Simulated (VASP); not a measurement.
# La2Os (Fd-3m) in VASP: further runs

Runs on La2Os. Level: PBE. Tasks: single point, relaxation of cell and atoms.

All numbers are computed with VASP 6.6.1; they aren't measurements. Logs are shortened: lines on timing, memory, paths and dates and some standing lists are left out, and cuts for length are marked.

## (1) The cell of the first run

Symmetry: Fd-3m, No. 227, cubic system. Conventional cell: a = 8.500 Å, b = 8.500 Å, c = 8.500 Å, α = 90.00°, β = 90.00°, γ = 90.00°. La (site symmetry -3m) has 6 La at 3.01 Å and 6 Os at 3.52 Å within 4.0 Å. Within 4.6 Å of Os (site symmetry -43m) lie 12 La at 3.52 Å and 4 Os at 3.68 Å.

The cell was generated, and may not be a known phase.

## (2) Single point, PBE

The input, INCAR:

```
SYSTEM = La2Os
PREC = Accurate
ENCUT = 520
EDIFF = 1E-6
ISMEAR = 0
SIGMA = 0.1
LREAL = .FALSE.
LASPH = .TRUE.
NELM = 100
ALGO = Normal
ISIF = 2
LWAVE = .FALSE.
LCHARG = .FALSE.
GGA = PE
NBANDS = 39
```

The input, KPOINTS:

```
Automatic mesh
0
G
  8 8 8
  0 0 0
```

The input, POSCAR:

```
La2Os
1.0
    0.0000000000      4.2498669908      4.2498669908
    4.2498669908      0.0000000000      4.2498669908
    4.2498669908      4.2498669908      0.0000000000
La Os
4 2
Direct
    0.1250000000      0.1250000000      0.1250000000
    0.6250000000      0.1250000000      0.1250000000
    0.1250000000      0.1250000000      0.6250000000
    0.1250000000      0.6250000000      0.1250000000
    0.5000000000      0.5000000000      0.5000000000
    0.7500000000      0.7500000000      0.7500000000
```

Potentials or basis: VASP PAW PBE potentials, release 64 (La, Os).

Run with:

```sh
> cat potpaw_PBE.64/La/POTCAR potpaw_PBE.64/Os/POTCAR > POTCAR
> mpirun -np 1 vasp_std > vasp.out
```

OUTCAR:

```text
SYSTEM = La2Os
   PREC = Accurate
   ENCUT = 520
   EDIFF = 1E-6
   ISMEAR = 0
   LREAL = .FALSE.
   LASPH = .TRUE.
   NELM = 100
   ISIF = 2
   GGA = PE

 ion  position               nearest neighbor table
   1  0.125  0.125  0.125-   2 3.01   3 3.01   4 3.01   3 3.01   4 3.01   2 3.01   6 3.52   5 3.52
                             6 3.52   5 3.52   6 3.52   5 3.52
   2  0.625  0.125  0.125-   1 3.01   3 3.01   4 3.01   1 3.01   3 3.01   4 3.01   6 3.52   5 3.52
                             5 3.52   6 3.52   5 3.52   6 3.52
   3  0.125  0.125  0.625-   1 3.01   1 3.01   2 3.01   4 3.01   4 3.01   2 3.01   6 3.52   5 3.52
                             6 3.52   5 3.52   6 3.52   5 3.52
   4  0.125  0.625  0.125-   1 3.01   3 3.01   1 3.01   2 3.01   3 3.01   2 3.01   6 3.52   5 3.52
                             6 3.52   5 3.52   6 3.52   5 3.52
   5  0.500  0.500  0.500-   1 3.52   1 3.52   1 3.52   2 3.52   3 3.52   4 3.52   4 3.52   2 3.52
                             4 3.52   3 3.52   2 3.52   3 3.52
   6  0.750  0.750  0.750-   2 3.52   3 3.52   4 3.52   1 3.52   1 3.52   1 3.52   2 3.52   2 3.52
                             3 3.52   4 3.52   3 3.52   4 3.52

  LATTYP: Found a face centered cubic cell.
 ALAT       =     8.4997339816

  Lattice vectors:

 A1 = (   0.0000000000,   4.2498669908,   4.2498669908)
 A2 = (   4.2498669908,   0.0000000000,   4.2498669908)
 A3 = (   4.2498669908,   4.2498669908,   0.0000000000)

Analysis of symmetry for initial positions (statically):
=====================================================================
 Subroutine PRICEL returns:
 Original cell was already a primitive cell.

 Routine SETGRP: Setting up the symmetry group for a
 face centered cubic supercell.

 Subroutine GETGRP returns: Found 48 space group operations
 (whereof 24 operations were pure point group operations)
 out of a pool of 48 trial point group operations.

The static configuration has the point symmetry T_d .
 The point group associated with its full space group is O_h .

Analysis of symmetry for dynamics (positions and initial velocities):
=====================================================================
 Subroutine PRICEL returns:
 Original cell was already a primitive cell.

 Routine SETGRP: Setting up the symmetry group for a
 face centered cubic supercell.

 Subroutine GETGRP returns: Found 48 space group operations
 (whereof 24 operations were pure point group operations)
 out of a pool of 48 trial point group operations.

The dynamic configuration has the point symmetry T_d .
 The point group associated with its full space group is O_h .

 Subroutine INISYM returns: Found 48 space group operations
 (whereof 24 operations are pure point group operations),
 and found     1 'primitive' translations

----------------------------------------------------------------------------------------

                                     Primitive cell

  volume of cell :     153.5168

  direct lattice vectors                    reciprocal lattice vectors
     0.000000000  4.249866991  4.249866991    -0.117650741  0.117650741  0.117650741
     4.249866991  0.000000000  4.249866991     0.117650741 -0.117650741  0.117650741
     4.249866991  4.249866991  0.000000000     0.117650741  0.117650741 -0.117650741

  length of vectors
     6.010219537  6.010219537  6.010219537     0.203777061  0.203777061  0.203777061

  position of ions in fractional coordinates (direct lattice)
     0.125000000  0.125000000  0.125000000
     0.625000000  0.125000000  0.125000000
     0.125000000  0.125000000  0.625000000
     0.125000000  0.625000000  0.125000000
     0.500000000  0.500000000  0.500000000
     0.750000000  0.750000000  0.750000000

  ion indices of the primitive-cell ions
   primitive index   ion index
                 1           1
                 2           2
                 3           3
                 4           4
                 5           5
                 6           6

----------------------------------------------------------------------------------------

 KPOINTS: Automatic mesh

Automatic generation of k-mesh.
 Grid dimensions read from file:
 generate k-points for:    8    8    8

 Generating k-lattice:

  Cartesian coordinates                     Fractional coordinates (reciprocal lattice)
    -0.014706343  0.014706343  0.014706343     0.125000000  0.000000000  0.000000000
     0.014706343 -0.014706343  0.014706343     0.000000000  0.125000000  0.000000000
     0.014706343  0.014706343 -0.014706343     0.000000000  0.000000000  0.125000000

  Length of vectors
     0.025472133  0.025472133  0.025472133

  Shift w.r.t. Gamma in fractional coordinates (k-lattice)
     0.000000000  0.000000000  0.000000000

 Subroutine IBZKPT returns following result:
 ===========================================

 Found     29 irreducible k-points:

 Following reciprocal coordinates:
            Coordinates               Weight
  0.000000  0.000000  0.000000      1.000000
  0.125000  0.000000  0.000000      8.000000
  0.250000  0.000000  0.000000      8.000000
  0.375000  0.000000  0.000000      8.000000
  0.500000  0.000000  0.000000      4.000000
  0.125000  0.125000  0.000000      6.000000
[... 16 lines left out ...]
  0.500000  0.250000  0.125000     48.000000
 -0.375000  0.250000  0.125000     24.000000
 [... further k-points ...]
   k-points           NKPTS =     29   k-points in BZ     NKDIM =     29   number of bands    NBANDS=     39
   number of dos      NEDOS =    301   number of ions     NIONS =      6
   total plane-waves  NPLWV = 110592
   dimension x,y,z NGX =    48 NGY =   48 NGZ =   48
   dimension x,y,z NGXF=    96 NGYF=   96 NGZF=   96
   ions per type =               4   2
   NGX,Y,Z   is equivalent  to a cutoff of  13.28, 13.28, 13.28 a.u.
   NGXF,Y,Z  is equivalent  to a cutoff of  26.55, 26.55, 26.55 a.u.
 SYSTEM =  La2Os
   PREC   = accura    normal or accurate (medium, high low for compatibility)
   ISTART =      0    job   : 0-new  1-cont  2-samecut
   ICHARG =      2    charge: 1-file 2-atom 10-const
   ISPIN  =      1    spin polarized calculation?
   LNONCOLLINEAR =      F non collinear calculations
   LSORBIT =      F    spin-orbit coupling
   LASPH  =      T    aspherical Exc in radial PAW
   ENCUT  =  520.0 eV  38.22 Ry    6.18 a.u.  11.18 11.18 11.18*2*pi/ulx,y,z
   NELM   =    100;   NELMIN=  2; NELMDL= -5     # of ELM steps
   EDIFF  = 0.1E-05   stopping-criterion for ELM
   LREAL  =      F    real-space projection
   EDIFFG = 0.1E-04   stopping-criterion for IOM
   NSW    =      0    number of steps for IOM
   IBRION =     -1    ionic relax: 0-MD 1-quasi-New 2-CG
   NFREE  =      0    steps in history (QN), initial steepest desc. (CG)
   ISIF   =      2    stress and relaxation
   ISYM   =      2    0-nonsym 1-usesym 2-fastsym
   POTIM  = 0.5000    time-step for ionic-motion
   TEBEG  =    0.0;   TEEND  =   0.0 temperature during run
   PSTRESS=    0.0 pullay stress
   NELECT =      60.0000    total number of electrons
   NUPDOWN=      -1.0000    fix difference up-down
   EMIN   =  10.00;   EMAX   =-10.00  energy-range for DOS
   EFERMI =   0.00;   METHOD = LEGACY
   ISMEAR =     0;   SIGMA  =   0.10  broadening in eV -4-tet -1-fermi 0-gaus
   EFERMI_NEDOS =   21; number of points for ismear=-14 and -15
   IALGO  =     38    algorithm
   IMIX   =      4    mixing-type and parameters
     AMIX     =   0.40;   BMIX     =  1.00
     AMIX_MAG =   1.60;   BMIX_MAG =  1.00
  volume/ion in A,a.u.               =      25.59       172.66
  Fermi-wavevector in a.u.,A,eV,Ry     =   1.196942  2.261893 19.492673  1.432671
  Thomas-Fermi vector in A             =   2.332870
   LORBIT       =      0    0 simple, 1 ext, 2 COOP (PROOUT), +10 PAW based schemes
   GGA     = PE    functional components
   LHFCALC =     F    Hartree Fock is set to
   AEXX    =    0.0000 exact exchange contribution
   IVDW    =     0    specifies the selected vdW correction
   LEPSILON=     F    determine dielectric tensor
   LRPA    =     F    only Hartree local field effects (RPA)
 non-spin polarized calculation
 Gauss-broadening in eV      SIGMA  =   0.10
  energy-cutoff  :      520.00
  volume of cell :      153.52
 maximum number of plane-waves:      4158
 NGX is ok and might be reduce to    48
   NGX = 23   NGY = 23   NGZ = 23

 number of electron      60.0000001 magnetization

 Free energy of the ion-electron system (eV)
  ---------------------------------------------------
  ext. energy  EPLUGINS =         0.00000000
  ---------------------------------------------------
  free energy    TOTEN  =       -34.59562117 eV

  energy without entropy =      -34.54836708  energy(sigma->0) =      -34.57199413

 E-fermi :   8.7452     XC(G=0): -10.9832

 val. band max:        8.7380372876   @ k =  -0.3750   0.3750   0.0000
 cond. band min:       8.7598430286   @ k =   0.5000   0.2500   0.0000
 fundamental gap:      0.0218057410
 Fermi energy:         8.7451678155

 k-point     1 :       0.0000    0.0000    0.0000
  band No.  band energies     occupation
      1     -24.3836      2.00000
      2     -23.1378      2.00000
      3     -23.1378      2.00000
      4     -23.1378      2.00000
      5     -11.2121      2.00000
      6      -8.8945      2.00000
[... 31 lines left out ...]
     38      10.2061      0.00000
     39      10.5953      0.00000

 k-point     2 :       0.1250    0.0000    0.0000
  band No.  band energies     occupation
      1     -24.3537      2.00000
      2     -23.1810      2.00000
      3     -23.1385      2.00000
      4     -23.1385      2.00000
      5     -11.1008      2.00000
      6      -8.8670      2.00000
[... 913 lines left out ...]
     38      10.5492      0.00000
     39      10.6540      0.00000

 k-point    24 :      -0.3750    0.2500    0.1250
  band No.  band energies     occupation
      1     -24.0257      2.00000
      2     -23.5952      2.00000
      3     -23.1467      2.00000
      4     -23.1446      2.00000
      5     -10.0518      2.00000
      6      -8.7284      2.00000
[... 31 lines left out ...]
     38      10.5576      0.00000
     39      10.5751      0.00000

 [... further k-points ...]

------------------------ aborting loop because EDIFF is reached ----------------------------------------

  FORCE on cell =-STRESS in cart. coord.  units (eV):
  Direction    XX          YY          ZZ          XY          YZ          ZX
  --------------------------------------------------------------------------------------
  -------------------------------------------------------------------------------------
  Total       -0.0801579     -0.0801579     -0.0801579      0.0000000     -0.0000000      0.0000000
  in kB       -0.8365678     -0.8365678     -0.8365678      0.0000000     -0.0000000      0.0000000
  external PRESSURE =      -0.8365678 kB  Pullay stress =       0.0000000 kB

 VOLUME and BASIS-vectors are now :
 -----------------------------------------------------------------------------
  energy-cutoff  :      520.00
  volume of cell :      153.52
      direct lattice vectors                 reciprocal lattice vectors
     0.000000000  4.249866991  4.249866991    -0.117650741  0.117650741  0.117650741
     4.249866991  0.000000000  4.249866991     0.117650741 -0.117650741  0.117650741
     4.249866991  4.249866991  0.000000000     0.117650741  0.117650741 -0.117650741

 POSITION                                       TOTAL-FORCE (eV/Angst)
 -----------------------------------------------------------------------------------
      1.06247      1.06247      1.06247        -0.000000      0.000000      0.000000
      1.06247      3.18740      3.18740        -0.000000      0.000000      0.000000
      3.18740      3.18740      1.06247        -0.000000      0.000000      0.000000
      3.18740      1.06247      3.18740        -0.000000      0.000000      0.000000
      4.24987      4.24987      4.24987        -0.000000     -0.000000     -0.000000
      6.37480      6.37480      6.37480         0.000000     -0.000000     -0.000000
 -----------------------------------------------------------------------------------
    total drift:                                0.000000      0.000000      0.000000

  FREE ENERGIE OF THE ION-ELECTRON SYSTEM (eV)
  ---------------------------------------------------
  free  energy   TOTEN  =       -34.5956211728 eV

  energy  without entropy=      -34.5483670805  energy(sigma->0) =      -34.57199413
```

It took 3.9 min on 1 thread of Intel Xeon 6975P-C (Granite Rapids), shared host; peak memory 0.41 GiB.

What came out:

| Property | Result |
| --- | --- |
| Free energy | -34.5956 eV |
| Pressure | -0.1 GPa |
| Band gap on the k mesh | zero (bands 30 and 31 overlap by 0.44 eV) |

Caveat: spin-orbit coupling is left out, which moves the levels of the heavy elements.

## (3) Relaxation of cell and atoms, PBE

This run uses another cell than the first one, of 26.42 Å³/atom.

The input, INCAR:

```
SYSTEM = La2Os
PREC = Accurate ; ENCUT = 600
EDIFF = 1E-6 ; ISMEAR = 0
SIGMA = 0.1 ; LREAL = .FALSE.
LASPH = .TRUE. ; NELM = 100
ALGO = Normal ; ISIF = 3
LWAVE = .FALSE. ; LCHARG = .FALSE.
GGA = PE ; IBRION = 2
NSW = 100 ; EDIFFG = -0.01
```

The input, KPOINTS:

```
regular mesh
0
G
  8 8 8
  0 0 0
```

Changes to POSCAR since step 2:

```diff
@@ -2,5 +2,5 @@
 1.0
-    0.0000000000      4.2498669908      4.2498669908
-    4.2498669908      0.0000000000      4.2498669908
-    4.2498669908      4.2498669908      0.0000000000
+    0.0000000000      4.2957451900      4.2957451900
+    4.2957451900      0.0000000000      4.2957451900
+    4.2957451900      4.2957451900      0.0000000000
 La Os
```

Potentials or basis: VASP PAW PBE potentials, release 64 (La, Os).

Run with:

```sh
> cat potpaw_PBE.64/La/POTCAR potpaw_PBE.64/Os/POTCAR > POTCAR
> mpirun -np 1 vasp_std > vasp.out
```

Wall time 11 min (1 thread of Intel Xeon 6975P-C (Granite Rapids), shared host); peak memory 0.51 GiB.

Results (log left out):

```yaml
Free_energy: -34.6004 eV
Relaxed_volume: 25.57 Å³/atom
Relaxed_cell: a = 6.009 Å, b = 6.009 Å, c = 6.009 Å, α = 60.00°, β = 60.00°, γ = 60.00°
Space_group_after_relaxing_to_0.1_Å: Fd-3m (No. 227)
Energy_gained_by_relaxing: 5.4 meV/atom
Ionic_steps: 3
Pressure_after_relaxing: 0.0 GPa
Band_gap_on_the_k_mesh: zero (bands 30 and 31 overlap by 0.44 eV)
```

The path:
| step | energy change (eV) | largest force (eV/Å) | pressure (GPa) | volume (Å³) |
| --- | --- | --- | --- | --- |
| 1 | 0.0000 | 0.0000 | -1.99 | 158.54 |
| 2 | -0.0254 | 0.0000 | 1.01 | 151.13 |
| 3 | -0.0325 | 0.0000 | -0.01 | 153.43 |

Final structure:
```
CELL_PARAMETERS angstrom
0.00000 4.24910 4.24910
4.24910 0.00000 4.24910
4.24910 4.24910 0.00000
ATOMIC_POSITIONS crystal
La 0.12500 0.12500 0.12500
La 0.62500 0.12500 0.12500
La 0.12500 0.12500 0.62500
La 0.12500 0.62500 0.12500
Os 0.50000 0.50000 0.50000
Os 0.75000 0.75000 0.75000
```

Levels at points of the mesh, in eV from the Fermi level:
```tsv
k point	band 26	band 27	band 28	band 29	band 30	band 31	band 32	band 33	band 34	band 35
(0.00, 0.00, 0.00)	-0.90	-0.74	-0.74	-0.34	-0.34	-0.34	0.15	0.60	0.60	0.78
(0.50, 0.00, 0.00)	-1.12	-0.44	-0.44	-0.03	-0.03	-0.01	0.38	0.38	0.40	1.11
(0.50, 0.50, 0.00)	-0.96	-0.78	-0.78	-0.13	-0.13	1.02	1.02	1.40	1.40	1.41
```

Caveat: spin-orbit coupling is left out, which moves the levels of the heavy elements.

## (4) Single point, PBE

This run uses another cell than the first one, of 26.42 Å³/atom.

The input, INCAR:

```
ALGO = Normal
EDIFF = 1E-6
ENCUT = 520
GGA = PE
ISIF = 2
ISMEAR = 0
LASPH = T
LCHARG = F
LREAL = F
LWAVE = F
NBANDS = 39
NELM = 100
PREC = Accurate
SIGMA = 0.1
```

The input, KPOINTS:

```
k-points
0
Gamma
  4 4 4
```

POSCAR is that of step 3.

Run with:

```sh
> cat potpaw_PBE.64/La/POTCAR potpaw_PBE.64/Os/POTCAR > POTCAR
> mpirun -np 1 vasp_std > vasp.out
```

Run time: 89 s. Hardware: 1 thread of Intel Xeon 6975P-C (Granite Rapids), shared host; peak memory 0.34 GiB.

It converged, with:

```
Free energy            : -34.4719 eV
Pressure               : -2.0 GPa
Band gap on the k mesh : zero (bands 30 and 31 overlap by 0.41 eV)
```

Levels at points of the mesh, in eV from the Fermi level:
```
           k point  band 27  band 28  band 29  band 30  band 31  band 32  band 33  band 34
(0.00, 0.00, 0.00)    -0.73    -0.73    -0.36    -0.36    -0.36     0.12     0.55     0.55
(0.50, 0.00, 0.00)    -0.44    -0.44    -0.06    -0.06    -0.05     0.34     0.34     0.34
(0.50, 0.50, 0.00)    -0.77    -0.77    -0.14    -0.14     0.95     0.95     1.31     1.31
```

Caveat: spin-orbit coupling is left out, which moves the levels of the heavy elements.

## (5) Overview

| task | cell | k mesh | cutoff (eV) | gap on the mesh (eV) | pressure (GPa) |
| --- | --- | --- | --- | --- | --- |
| single point | a = 6.010 Å, angles 60.0°, 6 atoms | 8 × 8 × 8 | 520 | none | -0.1 |
| relaxation of cell and atoms | relaxed from a = 6.075 Å, angles 60.0°, 6 atoms | 8 × 8 × 8 | 600 | none | 0.0 |
| single point | a = 6.075 Å, angles 60.0°, 6 atoms | 4 × 4 × 4 | 520 | none | -2.0 |

Alike in all rows: level PBE; potentials or basis VASP PAW PBE potentials, release 64 (La, Os); no spin polarisation; smearing gaussian 0.1 eV.

Caveats: spin-orbit coupling is left out, which moves the levels of the heavy elements.

Absolute energies hang on the potentials; compare differences alone.

The gap in the log of VASP goes by the Fermi energy; the results here count the filled bands.